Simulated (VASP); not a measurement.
# Co (P6_3/mmc) in VASP: settings compared

Aim: see how the results for Co move with the level of theory and the settings. Levels: r2SCAN, PBE. Tasks: single point.

Program: VASP 6.6.1. These are calculated values, not measurements. Logs are shortened: lines on timing, memory, paths and dates and some standing lists are left out, and cuts for length are marked.

### Step 1. The cell of the first run

It takes space group P6_3/mmc (No. 194, hexagonal). Conventional cell: a = 2.470 Å, b = 2.470 Å, c = 4.032 Å, α = 90.00°, β = 90.00°, γ = 120.00°. Co (site symmetry -6m2) has 12 Co at 2.47 Å within 3.3 Å.

### Step 2. Single point, r2SCAN, collinear spin, ferromagnetic start

The input, POSCAR:

```
Co
1.0
    2.4702072389      0.0000000000      0.0000000000
   -1.2351036194      2.1392622215      0.0000000000
    0.0000000000      0.0000000000      4.0320991147
Co
2
Direct
    0.6666666667      0.3333333333      0.7500000000
    0.3333333333      0.6666666667      0.2500000000
```

The input, INCAR.step1:

```
ALGO = Normal
EDIFF = 1E-4
ENCUT = 520
GGA = PE
ISMEAR = -1
ISPIN = 2
LASPH = T
LCHARG = F
LMAXMIX = 4
LREAL = F
LWAVE = T
MAGMOM = 2 2
NBANDS = 20
NELM = 150
PREC = Accurate
SIGMA = 0.05
```

The input, INCAR.step2:

```
ALGO = Normal
EDIFF = 1E-7
ENCUT = 520
ISIF = 2
ISMEAR = -1
ISPIN = 2
ISTART = 1
LASPH = T
LCHARG = F
LMAXMIX = 4
LMIXTAU = T
LORBIT = 11
LREAL = F
LWAVE = F
MAGMOM = 2 2
METAGGA = R2SCAN
NBANDS = 20
NELM = 150
PREC = Accurate
SIGMA = 0.05
```

The input, KPOINTS:

```
k-points
0
Gamma
  12 12 7
```

Potentials or basis: VASP PAW PBE potentials, release 64 (Co).

On the command line:

```bash
$ cat potpaw_PBE.64/Co/POTCAR > POTCAR
$ cp INCAR.step1 INCAR
$ mpirun -np 1 vasp_std > vasp.out
$ cp INCAR.step2 INCAR
$ mpirun -np 1 vasp_std > vasp.out
```

OUTCAR:

```text
EDIFF = 1E-7
   ENCUT = 520
   ISIF = 2
   ISMEAR = -1
   ISPIN = 2
   ISTART = 1
   LASPH = T
   LORBIT = 11
   LREAL = F
   METAGGA = R2SCAN
   NELM = 150
   PREC = Accurate

 ion  position               nearest neighbor table
   1  0.667  0.333  0.750-   2 2.47   2 2.47   2 2.47   2 2.47   2 2.47   2 2.47
   2  0.333  0.667  0.250-   1 2.47   1 2.47   1 2.47   1 2.47   1 2.47   1 2.47

  LATTYP: Found a hexagonal cell.
 ALAT       =     2.4702072389
 C/A-ratio  =     1.6322918382

  Lattice vectors:

 A1 = (   2.4702072389,   0.0000000000,   0.0000000000)
 A2 = (  -1.2351036194,   2.1392622215,   0.0000000000)
 A3 = (   0.0000000000,   0.0000000000,   4.0320991147)

Analysis of symmetry for initial positions (statically):
=====================================================================
 Subroutine PRICEL returns:
 Original cell was already a primitive cell.

 Routine SETGRP: Setting up the symmetry group for a
 hexagonal supercell.

 Subroutine GETGRP returns: Found 24 space group operations
 (whereof 12 operations were pure point group operations)
 out of a pool of 24 trial point group operations.

The static configuration has the point symmetry D_3d.
 The point group associated with its full space group is D_6h.

Analysis of symmetry for dynamics (positions and initial velocities):
=====================================================================
 Subroutine PRICEL returns:
 Original cell was already a primitive cell.

 Routine SETGRP: Setting up the symmetry group for a
 hexagonal supercell.

 Subroutine GETGRP returns: Found 24 space group operations
 (whereof 12 operations were pure point group operations)
 out of a pool of 24 trial point group operations.

The dynamic configuration has the point symmetry D_3d.
 The point group associated with its full space group is D_6h.

Analysis of structural, dynamic, and magnetic symmetry:
=====================================================================
 Subroutine PRICEL returns:
 Original cell was already a primitive cell.

 Routine SETGRP: Setting up the symmetry group for a
 hexagonal supercell.

 Subroutine GETGRP returns: Found 24 space group operations
 (whereof 12 operations were pure point group operations)
 out of a pool of 24 trial point group operations.

The overall configuration has the point symmetry D_3d.
 The point group associated with its full space group is D_6h.

 Subroutine INISYM returns: Found 24 space group operations
 (whereof 12 operations are pure point group operations),
 and found     1 'primitive' translations
[... 109 lines left out ...]
   EFERMI =   0.00;   METHOD = LEGACY
   ISMEAR =    -1;   SIGMA  =   0.05  broadening in eV -4-tet -1-fermi 0-gaus
   EFERMI_NEDOS =   21; number of points for ismear=-14 and -15
   IALGO  =     38    algorithm
   IMIX   =      4    mixing-type and parameters
     AMIX     =   0.40;   BMIX     =  1.00
     AMIX_MAG =   1.60;   BMIX_MAG =  1.00
  volume/ion in A,a.u.               =      10.65        71.89
  Fermi-wavevector in a.u.,A,eV,Ry     =   1.547591  2.924522 32.586459  2.395037
  Thomas-Fermi vector in A             =   2.652662
   LORBIT       =     11    0 simple, 1 ext, 2 COOP (PROOUT), +10 PAW based schemes
   METAGGA = R2SCAN    functional components
   LHFCALC =     F    Hartree Fock is set to
   AEXX    =    0.0000 exact exchange contribution
   IVDW    =     0    specifies the selected vdW correction
   LEPSILON=     F    determine dielectric tensor
   LRPA    =     F    only Hartree local field effects (RPA)
 spin polarized calculation
  energy-cutoff  :      520.00
  volume of cell :       21.31
 maximum number of plane-waves:       586
   NGX =  9   NGY =  9   NGZ = 15

 number of electron      17.9999991 magnetization       3.5431825

 Free energy of the ion-electron system (eV)
  ---------------------------------------------------
  ext. energy  EPLUGINS =         0.00000000
  ---------------------------------------------------
  free energy    TOTEN  =       -26.42358615 eV

  energy without entropy =      -26.41090472  energy(sigma->0) =      -26.41724544

 E-fermi :  10.5756     XC(G=0): -14.8056

 val. band max:       10.5370102646   @ k =   0.0833   0.0000   0.0000
 cond. band min:      10.5876721302   @ k =   0.4167   0.0000   0.4286
 fundamental gap:      0.0506618656
 Fermi energy:        10.5755613159

 spin component 1

 k-point     1 :       0.0000    0.0000    0.0000
  band No.  band energies     occupation
      1       1.1196      1.00000
      2       4.7160      1.00000
      3       7.1248      1.00000
      4       7.1874      1.00000
      5       7.1876      1.00000
      6       7.4889      1.00000
[... 541 lines left out ...]
     19      34.7107      0.00000
     20      36.3460      0.00000

 [... further k-points ...]

 spin component 2

 k-point     1 :       0.0000    0.0000    0.0000
  band No.  band energies     occupation
      1       0.5494      1.00000
      2       5.8912      1.00000
      3       9.5418      1.00000
      4       9.6818      1.00000
      5       9.6818      1.00000
      6       9.7044      1.00000
[... 541 lines left out ...]
     19      35.4771      0.00000
     20      37.1422      0.00000

 [... further k-points ...]
[... 5 lines left out ...]
  --------------------------------------------------------------------------------------
  -------------------------------------------------------------------------------------
  Total       -0.0039900     -0.0039900     -0.0381480     -0.0000000     -0.0000000      0.0000000
  in kB       -0.3000259     -0.3000259     -2.8684926     -0.0000000     -0.0000000      0.0000000
  external PRESSURE =      -1.1561814 kB  Pullay stress =       0.0000000 kB

 VOLUME and BASIS-vectors are now :
 -----------------------------------------------------------------------------
  energy-cutoff  :      520.00
  volume of cell :       21.31
      direct lattice vectors                 reciprocal lattice vectors
     2.470207239  0.000000000  0.000000000     0.404824334  0.233725438  0.000000000
    -1.235103619  2.139262222  0.000000000     0.000000000  0.467450876  0.000000000
     0.000000000  0.000000000  4.032099115     0.000000000  0.000000000  0.248009776

 POSITION                                       TOTAL-FORCE (eV/Angst)
 -----------------------------------------------------------------------------------
      1.23510      0.71309      3.02407         0.000000     -0.000000      0.000000
     -0.00000      1.42617      1.00802        -0.000000      0.000000      0.000000
 -----------------------------------------------------------------------------------
    total drift:                                0.000000      0.000000     -0.000000

  FREE ENERGIE OF THE ION-ELECTRON SYSTEM (eV)
  ---------------------------------------------------
  free  energy   TOTEN  =       -26.4235861474 eV

  energy  without entropy=      -26.4109047249  energy(sigma->0) =      -26.41724544

 total charge

# of ion       s       p       d       tot
------------------------------------------
    1        0.520   0.580   7.231   8.330
    2        0.520   0.580   7.231   8.330
--------------------------------------------------
tot          1.039   1.160  14.462  16.661

 magnetization (x)

# of ion       s       p       d       tot
------------------------------------------
    1       -0.011  -0.082   1.924   1.831
    2       -0.011  -0.082   1.924   1.831
--------------------------------------------------
tot         -0.021  -0.164   3.848   3.663
```

OUTCAR.step1:

```text
EDIFF = 1E-4
   ENCUT = 520
   GGA = PE
   ISMEAR = -1
   ISPIN = 2
   LASPH = T
[... 1347 lines left out ...]
 -----------------------------------------------------------------------------------
      1.23510      0.71309      3.02407         0.000000      0.000000      0.000000
     -0.00000      1.42617      1.00802        -0.000000     -0.000000      0.000000
 -----------------------------------------------------------------------------------
    total drift:                                0.000000      0.000000     -0.000000

  FREE ENERGIE OF THE ION-ELECTRON SYSTEM (eV)
  ---------------------------------------------------
  free  energy   TOTEN  =       -14.0681440919 eV

  energy  without entropy=      -14.0521475821  energy(sigma->0) =      -14.06014584
```

OSZICAR.step1:

```text
N       E                     dE             d eps       ncg     rms          rms(c)
DAV:   1     0.854267383874E+02    0.85427E+02   -0.82646E+03  6384   0.125E+03
DAV:   2    -0.115644596644E+02   -0.96991E+02   -0.87398E+02  6160   0.218E+02
DAV:   3    -0.160537309793E+02   -0.44893E+01   -0.43058E+01  6908   0.565E+01
DAV:   4    -0.161223627888E+02   -0.68632E-01   -0.68584E-01  7392   0.619E+00
DAV:   5    -0.161245359264E+02   -0.21731E-02   -0.21730E-02  7120   0.106E+00    0.152E+01
DAV:   6    -0.144691792294E+02    0.16554E+01   -0.71588E+00  6932   0.551E+01    0.659E+00
DAV:   7    -0.141042168116E+02    0.36496E+00   -0.10766E+00  7204   0.197E+01    0.380E+00
DAV:   8    -0.140829293954E+02    0.21287E-01   -0.15547E-02  8152   0.131E+00    0.182E+00
DAV:   9    -0.140684733376E+02    0.14456E-01   -0.31643E-03  9788   0.100E+00    0.469E-01
DAV:  10    -0.140681305185E+02    0.34282E-03   -0.45908E-04  7108   0.267E-01    0.159E-01
DAV:  11    -0.140681440919E+02   -0.13573E-04   -0.14469E-04  4040   0.165E-01
   1 F= -.14068144E+02 E0= -.14060146E+02  d E =-.159965E-01  mag=     3.1978
```

It took 3.2 min on 1 thread of Intel Xeon Platinum 8488C (Sapphire Rapids), shared host; peak memory 0.17 GiB.

What came out:

- Free energy: -26.4236 eV
- Pressure: -0.1 GPa
- Net moment: 3.54 μB per cell
- Site moments: Co +1.83 μB
- Valence electrons inside the program's atomic spheres: Co 8.33

Caveat: the PAW data sets were made with another functional, which shifts forces and pressure a little.

### Step 3. Single point, PBE, collinear spin, ferromagnetic start

The input, INCAR:

```
ALGO = Normal ; EDIFF = 1E-6
ENCUT = 690 ; GGA = PE
GGA_COMPAT = False ; ISIF = 2
ISMEAR = -1 ; ISPIN = 2
LASPH = True ; LCHARG = True
LELF = True ; LMAXMIX = 4
LORBIT = 11 ; LREAL = False
LVHAR = True ; LWAVE = False
MAGMOM = 1.5 1.5 ; NBANDS = 28
NELM = 200 ; NUPDOWN = 3.0
PREC = Accurate ; SIGMA = 0.05
```

The input, KPOINTS:

```
k-points
0
Gamma
  10 10 6
```

The input, POSCAR:

```
Co
1.0
    2.4719999032      0.0000000000      0.0000000000
   -1.2359999516      2.1408147143      0.0000000000
    0.0000000000      0.0000000000      4.0211440800
Co
2
Direct
    0.6666666667      0.3333333333      0.7500000000
    0.3333333333      0.6666666667      0.2500000000
```

Potentials or basis: VASP PAW PBE potentials, release 64 (Co_sv).

On the command line:

```bash
$ cat potpaw_PBE.64/Co_sv/POTCAR > POTCAR
$ mpirun -np 1 vasp_std > vasp.out
```

Wall time 39 s (1 thread of Intel Xeon 6975P-C (Granite Rapids), shared host); peak memory 0.21 GiB.

It converged, with:

```
Free energy                                           : -14.2265 eV
Pressure                                              : 1.1 GPa
Net moment                                            : 3.00 μB per cell
Site moments                                          : Co +1.57 μB
Valence electrons inside the program's atomic spheres : Co 15.07
```

Stress tensor (GPa, compression positive):
```
 2.03  0.00  0.00
 0.00  2.03  0.00
 0.00  0.00 -0.75
```

Caveat: the total moment is fixed, so each spin has its own Fermi level and the state may be an excited one.
